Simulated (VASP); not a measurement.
# Li33F32 (a cell with a defect) in VASP: single point with PBEsol

Aim: the single point of Li33F32 (a cell with a defect) with PBEsol.

All numbers are computed with VASP 6.6.1; they aren't measurements. Logs are shortened: lines on timing, memory, paths and dates and some standing lists are left out, and cuts for length are marked.

## 1. The cell of the first run

The cell holds a defect, 65 atoms: a = 8.015 Å, b = 8.015 Å, c = 8.015 Å, α = 90.00°, β = 90.00°, γ = 90.00°.

## 2. Single point, PBEsol

INCAR

```
SYSTEM = Li33F32
ALGO = Normal ; EDIFF = 1E-6
ENCUT = 650 ; GGA = PS
GGA_COMPAT = .FALSE. ; ISIF = 2
ISMEAR = -1 ; ISYM = 0
LASPH = .TRUE. ; LCHARG = .FALSE.
LREAL = Auto ; LWAVE = .FALSE.
NBANDS = 200 ; NELECT = 322.0
NELM = 120 ; PREC = Accurate
SIGMA = 0.05
```

KPOINTS

```
Automatic mesh
0
Gamma
  1 1 1
  0.25 0.25 0.25
```

POSCAR

```
Li33F32
1.0
    8.0151850000      0.0000000000      0.0000000000
    0.0000000000      8.0151850000      0.0000000000
    0.0000000000      0.0000000000      8.0151850000
F Li
32 33
Direct
    0.2503740000      0.0007440000      0.0007420000
    0.2485410000      0.9973870000      0.5016890000
    0.2485420000      0.5016110000      0.9974610000
    0.2501790000      0.5002310000      0.5001970000
    0.7496100000      0.0005610000      0.0006170000
    0.7495030000      0.0007570000      0.4998660000
    0.7494740000      0.4998420000      0.0007740000
    0.7526750000      0.5015840000      0.5016560000
    0.0001490000      0.2509620000      0.0007880000
    0.9967890000      0.2492500000      0.5016120000
    0.9999930000      0.7501970000      0.0006270000
    0.0001870000      0.7499850000      0.4998630000
    0.5010630000      0.2491540000      0.9973590000
    0.4996730000      0.2503080000      0.5003120000
    0.4992510000      0.7500300000      0.0007580000
    0.5010080000      0.7535350000      0.5016770000
    0.0001720000      0.0007660000      0.2509780000
    0.9999860000      0.0006020000      0.7502250000
    0.9967130000      0.5015820000      0.2492550000
    0.0001850000      0.4998280000      0.7500110000
    0.5010350000      0.9972220000      0.2491890000
    0.4992560000      0.0007560000      0.7500820000
    0.4997650000      0.5004120000      0.2503880000
    0.5009820000      0.5015780000      0.7535700000
    0.2500030000      0.2504270000      0.2504760000
    0.2485790000      0.2492050000      0.7534950000
    0.2485620000      0.7534750000      0.2492330000
    0.2503620000      0.7500100000      0.7500490000
    0.7528150000      0.2491490000      0.2491950000
    0.7494500000      0.2509580000      0.7500540000
    0.7494710000      0.7500350000      0.2510160000
    0.7496110000      0.7501920000      0.7502140000
    0.9992540000      0.9998630000      0.9998520000
    0.9946390000      0.9952390000      0.5010570000
    0.9945800000      0.5010400000      0.9952700000
    0.9974780000      0.5017150000      0.5017290000
    0.5004540000      0.9951210000      0.9951750000
    0.5011250000      0.9981390000      0.5017850000
    0.5011280000      0.5017020000      0.9982250000
    0.5280110000      0.5290380000      0.5290920000
    0.2484470000      0.2490400000      0.9981870000
    0.2214350000      0.2220830000      0.5288600000
    0.2491370000      0.7555900000      0.9952390000
    0.2484350000      0.7526950000      0.5017860000
    0.7549960000      0.2497630000      0.9952080000
    0.7520190000      0.2490960000      0.5017560000
    0.7503230000      0.7509040000      0.9999090000
    0.7549840000      0.7555880000      0.5010640000
    0.2484260000      0.9981120000      0.2490980000
    0.2491460000      0.9952360000      0.7555740000
    0.2212900000      0.5289040000      0.2221010000
    0.2484430000      0.5017250000      0.7527800000
    0.7550450000      0.9951670000      0.2498070000
    0.7503580000      0.9998930000      0.7509170000
    0.7519520000      0.5016910000      0.2491300000
    0.7549900000      0.5010270000      0.7556200000
    0.9975370000      0.2490640000      0.2490740000
    0.9946150000      0.2497780000      0.7556030000
    0.9945490000      0.7556020000      0.2497500000
    0.9992590000      0.7509250000      0.7509430000
    0.5282930000      0.2216410000      0.2218340000
    0.5011390000      0.2490410000      0.7527150000
    0.5011390000      0.7526300000      0.2491000000
    0.5004510000      0.7556640000      0.7556980000
    0.3751120000      0.3753140000      0.3752250000
```

Potentials or basis: VASP PAW PBE potentials, release 64 (F, Li_sv).

Command:

```sh
> cat potpaw_PBE.64/F/POTCAR potpaw_PBE.64/Li_sv/POTCAR > POTCAR
> mpirun -np 1 vasp_std > vasp.out
```

OUTCAR:

```text
SYSTEM = Li33F32
   EDIFF = 1E-6
   ENCUT = 650
   GGA = PS
   ISIF = 2
   ISMEAR = -1
   ISYM = 0
   LASPH = .TRUE.
   LREAL = Auto
   NELECT = 322.0
   NELM = 120
   PREC = Accurate

 ion  position               nearest neighbor table
   1  0.250  0.001  0.001-  43 1.97  50 1.97  41 1.99  49 1.99  37 2.01  33 2.01
   2  0.249  0.997  0.502-  42 1.83  44 1.96  38 2.02  49 2.02  50 2.04  34 2.04
   3  0.249  0.502  0.997-  51 1.83  52 1.96  41 2.02  39 2.02  35 2.04  43 2.04
   4  0.250  0.500  0.500-  65 1.73  44 2.02  52 2.02  36 2.03  40 2.25  51 2.25  42 2.25
   5  0.750  0.001  0.001-  37 2.00  53 2.00  45 2.00  33 2.00  47 2.00  54 2.00
   6  0.750  0.001  0.500-  34 1.97  48 1.97  46 1.99  38 1.99  53 2.01  54 2.01
   7  0.749  0.500  0.001-  35 1.97  56 1.97  39 1.99  55 1.99  45 2.01  47 2.01
   8  0.753  0.502  0.502-  40 1.83  36 1.96  46 2.02  55 2.02  56 2.04  48 2.04
   9  0.000  0.251  0.001-  45 1.97  58 1.97  57 1.99  41 1.99  35 2.01  33 2.01
  10  0.997  0.249  0.502-  42 1.83  46 1.96  36 2.02  57 2.02  58 2.04  34 2.04
  11  1.000  0.750  0.001-  59 2.00  43 2.00  35 2.00  33 2.00  47 2.00  60 2.00
  12  0.000  0.750  0.500-  48 1.97  34 1.97  44 1.99  36 1.99  59 2.01  60 2.01
  13  0.501  0.249  0.997-  61 1.83  62 1.96  39 2.02  41 2.02  45 2.04  37 2.04
  14  0.500  0.250  0.500-  65 1.73  38 2.02  46 2.02  62 2.02  42 2.25
  15  0.499  0.750  0.001-  64 1.96  37 1.96  39 1.99  63 1.99  43 2.01  47 2.01
  16  0.501  0.754  0.502-  40 1.83  38 1.96  44 2.02  63 2.02  48 2.04  64 2.04
  17  0.000  0.001  0.251-  53 1.97  59 1.97  49 1.99  57 1.99  34 2.01  33 2.01
  18  1.000  0.001  0.750-  50 2.00  34 2.00  58 2.00  33 2.00  54 2.00  60 2.00
  19  0.997  0.502  0.249-  51 1.83  55 1.96  36 2.02  57 2.02  35 2.04  59 2.04
  20  0.000  0.500  0.750-  56 1.97  35 1.97  52 1.99  36 1.99  58 2.01  60 2.01
  21  0.501  0.997  0.249-  61 1.83  63 1.96  38 2.02  49 2.02  53 2.04  37 2.04
  22  0.499  0.001  0.750-  64 1.96  37 1.97  62 1.99  38 1.99  50 2.01  54 2.01
  23  0.500  0.500  0.250-  65 1.73  39 2.02  55 2.02  63 2.02
  24  0.501  0.502  0.754-  40 1.83  39 1.96  62 2.02  52 2.02  56 2.04  64 2.04
  25  0.250  0.250  0.250-  65 1.73  41 2.02  49 2.02  57 2.02  61 2.25  42 2.25
  26  0.249  0.249  0.753-  42 1.83  41 1.96  52 2.02  62 2.02  58 2.04  50 2.04
  27  0.249  0.753  0.249-  51 1.83  49 1.96  44 2.02  63 2.02  43 2.04  59 2.04
  28  0.250  0.750  0.750-  43 1.97  50 1.97  44 1.99  52 1.99  64 2.01  60 2.01
  29  0.753  0.249  0.249-  61 1.83  57 1.96  55 2.02  46 2.02  53 2.04  45 2.04
  30  0.749  0.251  0.750-  45 1.97  58 1.97  46 1.99  62 1.99  56 2.01  54 2.01
  31  0.749  0.750  0.251-  59 1.96  53 1.97  63 1.99  55 1.99  48 2.01  47 2.01
  32  0.750  0.750  0.750-  48 2.00  64 2.00  56 2.00  60 2.00  47 2.00  54 2.00
  33  0.999  1.000  1.000-  18 2.00   5 2.00  11 2.00   9 2.01   1 2.01  17 2.01
  34  0.995  0.995  0.501-   6 1.97  12 1.97  18 2.00  17 2.01   2 2.04  10 2.04  42 2.58
  35  0.995  0.501  0.995-   7 1.97  20 1.97  11 2.00   9 2.01   3 2.04  19 2.04  51 2.58
  36  0.997  0.502  0.502-   8 1.96  12 1.99  20 1.99  10 2.02  19 2.02   4 2.03
  37  0.500  0.995  0.995-  15 1.96  22 1.97   5 2.00   1 2.01  21 2.04  13 2.04  61 2.58
  38  0.501  0.998  0.502-  16 1.96  22 1.99   6 1.99  14 2.02   2 2.02  21 2.02
  39  0.501  0.502  0.998-  24 1.96  15 1.99   7 1.99  23 2.02  13 2.02   3 2.02
[... 254 lines left out ...]
  volume/ion in A,a.u.               =       7.92        53.46
  Fermi-wavevector in a.u.,A,eV,Ry     =   1.399952  2.645526 26.665602  1.959866
  Thomas-Fermi vector in A             =   2.522961
   LORBIT       =      0    0 simple, 1 ext, 2 COOP (PROOUT), +10 PAW based schemes
   GGA     = PS    functional components
   LHFCALC =     F    Hartree Fock is set to
   AEXX    =    0.0000 exact exchange contribution
   IVDW    =     0    specifies the selected vdW correction
   LEPSILON=     F    determine dielectric tensor
   LRPA    =     F    only Hartree local field effects (RPA)
 non-spin polarized calculation
  energy-cutoff  :      650.00
  volume of cell :      514.92
 maximum number of plane-waves:     19339
 NGX is ok and might be reduce to    70
   NGX = 33   NGY = 33   NGZ = 33

 number of electron     321.9999985 magnetization

 Free energy of the ion-electron system (eV)
  ---------------------------------------------------
  ext. energy  EPLUGINS =         0.00000000
  ---------------------------------------------------
  free energy    TOTEN  =      -320.72462307 eV

  energy without entropy =     -320.72462307  energy(sigma->0) =     -320.72462307

 E-fermi :   0.4008     XC(G=0): -10.2948

 val. band max:       -0.9634370028   @ k =   0.2500   0.2500   0.2500
 cond. band min:       8.4844339321   @ k =  -0.2500  -0.2500   0.2500
 fundamental gap:      9.4478709348
 Fermi energy:         0.4008028107

 k-point     1 :       0.2500    0.2500    0.2500
  band No.  band energies     occupation
      1     -41.6262      2.00000
      2     -41.4158      2.00000
      3     -41.4144      2.00000
      4     -41.4135      2.00000
      5     -41.3566      2.00000
      6     -40.9646      2.00000
[... 693 lines left out ...]
    172      10.3992      0.00000
    173      11.0805      0.00000
 [bands above 173 left out]

------------------------ aborting loop because EDIFF is reached ----------------------------------------

  FORCE on cell =-STRESS in cart. coord.  units (eV):
  Direction    XX          YY          ZZ          XY          YZ          ZX
  --------------------------------------------------------------------------------------
  -------------------------------------------------------------------------------------
  Total       -2.5219426     -2.4812168     -2.4956302     -0.0197334      0.0041472     -0.0141082
  in kB       -7.8470266     -7.7203082     -7.7651555     -0.0614003      0.0129039     -0.0438978
  external PRESSURE =      -7.7774968 kB  Pullay stress =       0.0000000 kB

 VOLUME and BASIS-vectors are now :
 -----------------------------------------------------------------------------
  energy-cutoff  :      650.00
  volume of cell :      514.92
      direct lattice vectors                 reciprocal lattice vectors
     8.015185000  0.000000000  0.000000000     0.124763184  0.000000000  0.000000000
     0.000000000  8.015185000  0.000000000     0.000000000  0.124763184  0.000000000
     0.000000000  0.000000000  8.015185000     0.000000000  0.000000000  0.124763184

 POSITION                                       TOTAL-FORCE (eV/Angst)
 -----------------------------------------------------------------------------------
      2.00679      0.00596      0.00595        -0.001200      0.000043      0.001044
      1.99210      7.99424      4.02113        -0.000549     -0.023472      0.000279
      1.99211      4.02050      7.99483        -0.001154      0.001136     -0.024023
      2.00523      4.00944      4.00917        -0.031083      0.028951      0.030261
      6.00826      0.00450      0.00495        -0.001049      0.001918      0.000764
      6.00741      0.00607      4.00652        -0.001603      0.000109      0.001097
[... 57 lines left out ...]
      4.01121      6.05679      6.05706         0.001265     -0.006616     -0.006640
      3.00659      3.00821      3.00750         0.004144      0.007988      0.008251
 -----------------------------------------------------------------------------------
    total drift:                               -0.014683      0.000521      0.001807

  FREE ENERGIE OF THE ION-ELECTRON SYSTEM (eV)
  ---------------------------------------------------
  free  energy   TOTEN  =      -320.7246230730 eV

  energy  without entropy=     -320.7246230730  energy(sigma->0) =     -320.72462307
```

It took 41 min on 1 thread of Intel Xeon 8259CL, shared host; peak memory 0.87 GiB.

Results:

```
Free energy   : -320.7246 eV
Largest force : 0.052 eV/Å
```

Forces on the atoms (eV/Å):
```
F   -0.001  0.000  0.001
F   -0.001 -0.023  0.000
F   -0.001  0.001 -0.024
F   -0.031  0.029  0.030
F   -0.001  0.002  0.001
F   -0.002  0.000  0.001
F   -0.001  0.001  0.001
F    0.030  0.001  0.000
F    0.001  0.001  0.000
F   -0.023 -0.001  0.001
F    0.001 -0.001  0.000
F    0.000  0.000  0.001
F    0.000 -0.001 -0.026
F    0.031 -0.028  0.030
F    0.001  0.000  0.001
F   -0.001  0.028  0.000
F    0.000  0.001  0.002
F    0.001  0.000 -0.001
F   -0.022  0.001 -0.001
F    0.000  0.002  0.001
F    0.001 -0.025 -0.001
F    0.002  0.000 -0.001
F    0.030  0.028 -0.029
F   -0.001  0.000  0.029
F   -0.029 -0.023 -0.023
F    0.001 -0.001  0.025
F    0.000  0.024 -0.001
F    0.006  0.001  0.002
F    0.026 -0.001 -0.001
F   -0.003  0.004  0.001
F   -0.003  0.000  0.004
F   -0.007  0.002  0.003
Li   0.002  0.002  0.002
Li   0.001  0.000 -0.001
Li   0.001 -0.002 -0.001
Li   0.000  0.002  0.002
Li  -0.003  0.001  0.001
Li   0.001  0.000  0.001
Li   0.001  0.004 -0.002
Li  -0.015 -0.020 -0.020
Li   0.007  0.004  0.001
Li   0.017  0.014 -0.016
Li   0.003 -0.004 -0.002
Li   0.004 -0.008  0.000
Li  -0.003  0.001 -0.004
Li  -0.007  0.002 -0.001
Li  -0.003 -0.006  0.002
Li  -0.006 -0.007  0.001
Li   0.007  0.002  0.003
Li   0.002 -0.003 -0.003
Li   0.019 -0.017  0.015
Li   0.003  0.000 -0.008
Li  -0.004 -0.004  0.002
Li  -0.003  0.002 -0.005
Li  -0.006  0.000  0.002
Li  -0.007  0.001 -0.007
Li   0.002  0.003  0.004
Li  -0.002  0.001 -0.003
Li  -0.001 -0.003  0.003
Li   0.002 -0.005 -0.005
Li  -0.017  0.019  0.018
Li  -0.001  0.003 -0.008
Li  -0.001 -0.006  0.002
Li   0.001 -0.007 -0.007
Li   0.004  0.008  0.008
```

Caveat: the cell carries a net charge on a neutralising background, which shifts energy and pressure; the cell is charged against a uniform background, so pressure and absolute levels hang on convention; the PAW data sets were made with another functional, which shifts forces and pressure a little.
